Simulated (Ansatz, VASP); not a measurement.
**Two plane-wave programs on MgO**

Contents of INCAR:

```
SYSTEM = MgO
ALGO     = Normal         ! electronic algorithm
EDIFF    = 1E-6           ! SCF threshold, eV
ENCUT    = 520            ! plane-wave cutoff, eV
GGA      = PS             ! functional
ISIF     = 2              ! what is computed and relaxed
ISMEAR   = 0              ! smearing method
LASPH    = .TRUE.         ! aspherical terms in the spheres
LCHARG   = .TRUE.         ! write CHGCAR
LELF     = .TRUE.         ! ELF
LREAL    = .FALSE.        ! projectors in reciprocal space
LVHAR    = .TRUE.       
LWAVE    = .FALSE.        ! write WAVECAR
NBANDS   = 11             ! bands
NELM     = 100            ! most SCF steps
PREC     = Accurate       ! precision mode
SIGMA    = 0.05           ! smearing width, eV
```

File KPOINTS:

```
k-points
0
G
  10 10 10
  0 0 0
```

File POSCAR:

```
MgO
1.0
    0.0934128125      2.1351500000      2.1351500000
    2.1351500000      0.0934128125      2.1351500000
    2.2285628125      2.2285628125      0.0000000000
Mg O
1 1
Direct
    0.0000000000      0.0000000000      0.0000000000
    0.5000000000      0.5000000000      0.5000000000
```

Input for Ansatz:

```yaml
crystal:
  lattice:
    - [0.0934128125, 2.13515, 2.13515]
    - [2.13515, 0.0934128125, 2.13515]
    - [2.2285628125, 2.2285628125, 0.0]
  atoms:
    - { symbol: Mg, position: [0.0, 0.0, 0.0] }
    - { symbol: O, position: [0.5, 0.5, 0.5] }
basis:
  ecutwfc: 420
kpoints:
  mp_grid: { grid: [10, 10, 10] }
hamiltonian:
  xc: pbesol
scf:
  occupations: { method: gaussian, width: 0.05 }
output:
  forces: true
  stress: true
  eigenvalues: true
  write_density: true
  write_potential: true
  elf: true
  volumetric_format: npy
```

Change from the starting cell: strain +0.0875 x Voigt [0, 0, 0, 0, 0, 1], atoms carried along.

Alike in both runs: task single point; functional PBEsol; k mesh 10 × 10 × 10; occupations gaussian, width 0.05 eV; no spin polarisation.

|  | VASP | Ansatz |
| --- | --- | --- |
| version | VASP 6.6.1 | Ansatz 0.2.0 |
| potentials or method | VASP PAW PBE potentials, release 64 (Mg, O), cutoff 520 eV | scalar-relativistic, plane waves, PAW |
| valence electrons in the cell | 8 | 16 |

|  | VASP | Ansatz | Ansatz less VASP |
| --- | --- | --- | --- |
| gap on the k mesh at the Fermi level (eV) | 3.83 | 3.83 | +0.004 |
| least direct gap on the mesh (eV) | 3.83 | 3.83 | +0.004 |
| pressure (GPa) | -6.0 | -5.4 | +0.57 |
| traceless stress, the component that is largest in VASP (GPa) | -12.28 | -12.19 | +0.083 |

VASP's potentials were made for PBE, not for PBEsol. With one functional, cell and mesh, what is left measures potentials, basis and numerics. VASP's potentials hold 8 valence electrons a cell and Ansatz's 16, so a difference there can come from the potentials and not from the codes.
